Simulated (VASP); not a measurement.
Wanted: the native input for a VASP 6.6.1 run.

- Task: single point
- Functional: RPBE
- Dispersion: D3(BJ)
- Potentials or basis: VASP PAW PBE potentials, release 64 (Hf_pv, O)
- Cutoff: 520 eV
- k mesh: 5 × 6 × 5
- Occupations: fermi-dirac, width 0.05 eV
- Spin: no spin polarisation
- Dipole correction: no
- Further INCAR settings: ALGO = Normal; EDIFF = 1e-06; NBANDS = 56

The structure of HfO2 lies in POSCAR:

```
HfO2
1.0
    5.2881483861      0.0000000000      0.0000000000
    0.0000000000      5.0706233964      0.0000000000
    0.0000000000      0.0000000000      5.0989121849
Hf O
4 8
Direct
    0.9669940000      0.7325208200      0.7414403500
    0.5330060000      0.7325208200      0.2414403500
    0.4669940000      0.2674791800      0.7414403500
    0.0330060000      0.2674791800      0.2414403500
    0.6321274500      0.9286454000      0.8792672600
    0.8678725500      0.9286454000      0.3792672600
    0.2339485200      0.5398830500      0.4922923900
    0.2660514800      0.5398830500      0.9922923900
    0.7660514800      0.4601169500      0.9922923900
    0.7339485200      0.4601169500      0.4922923900
    0.1321274500      0.0713546000      0.8792672600
    0.3678725500      0.0713546000      0.3792672600
```

These files were run (other wordings do the same):

INCAR

```
ALGO = Normal ; EDIFF = 1E-6
ENCUT = 520 ; GGA = RP
ISIF = 2 ; ISMEAR = -1
IVDW = 12 ; LASPH = T
LCHARG = T ; LELF = T
LREAL = F ; LVHAR = T
LWAVE = F ; NBANDS = 56
NELM = 60 ; PREC = Accurate
SIGMA = 0.05
```

KPOINTS

```
k-points
0
Gamma
  5 6 5
```

Potentials or basis: VASP PAW PBE potentials, release 64 (Hf_pv, O).

Run with:

```bash
$ cat potpaw_PBE.64/Hf_pv/POTCAR potpaw_PBE.64/O/POTCAR > POTCAR
$ mpirun -np 1 vasp_std > vasp.out
```

It gave:

```json
{"Pressure": "-19.8 GPa", "Largest force": "0.062 eV/Å", "Band gap on the k mesh": "4.38 eV (least direct gap 4.57 eV)", "Dispersion energy per atom": "-1.215 eV"}
```

Caveat: the cell stands under tension; the dispersion term is far too large for a dense solid, which distorts pressure and volume; the PAW data sets were made with another functional, which shifts forces and pressure a little; spin-orbit coupling is left out, which moves the levels of the heavy elements.

Run time: 3.2 min on 1 thread of Intel(R) Xeon(R) Platinum 8488C (Sapphire Rapids), with other jobs on the host, peak memory 0.37 GiB.
